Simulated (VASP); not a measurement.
Here is a VASP 6.6.1 calculation.

File INCAR:

```
SYSTEM = GaCo
PREC     = Accurate       ! precision mode
ENCUT    = 520            ! plane-wave cutoff, eV
EDIFF    = 1E-6           ! SCF threshold, eV
ISMEAR   = 0              ! smearing method
SIGMA    = 0.15           ! smearing width, eV
LREAL    = .False.        ! projectors in reciprocal space
LASPH    = .True.         ! aspherical terms in the spheres
NELM     = 80             ! most SCF steps
ALGO     = Fast           ! electronic algorithm
ISIF     = 2              ! what is computed and relaxed
LWAVE    = .False.        ! write WAVECAR
LCHARG   = .False.        ! write CHGCAR
GGA      = PS             ! functional
NBANDS   = 18             ! bands
```

KPOINTS

```
regular mesh
0
Gamma
  16 16 16
  0 0 0
```

The input POSCAR:

```
GaCo
1.0
    2.7677760000      0.0000000000      0.0000000000
    0.0000000000      2.7677760000      0.0000000000
    0.0000000000      0.0000000000      2.6524520000
Ga Co
1 1
Direct
    0.5000000000      0.5000000000      0.5000000000
    0.0000000000      0.0000000000      0.0000000000
```

Potentials or basis: VASP PAW PBE potentials, release 64 (Ga_d, Co).

Run with:

```sh
$ cat potpaw_PBE.64/Ga_d/POTCAR potpaw_PBE.64/Co/POTCAR > POTCAR
$ mpirun -np 1 vasp_std > vasp.out
```

(1) Estimate the pressure.

(2) Predict the band gap on the k mesh.

Results:

(1) 32.2 GPa.

(2) zero (band 11 reaches 14.12 eV, above the bottom of band 12 at 11.55 eV).

Caveat: the cell differs from its parent crystal (strain -0.040 along x and y, -0.080 along z); the PAW data sets were made with another functional, which shifts forces and pressure a little.
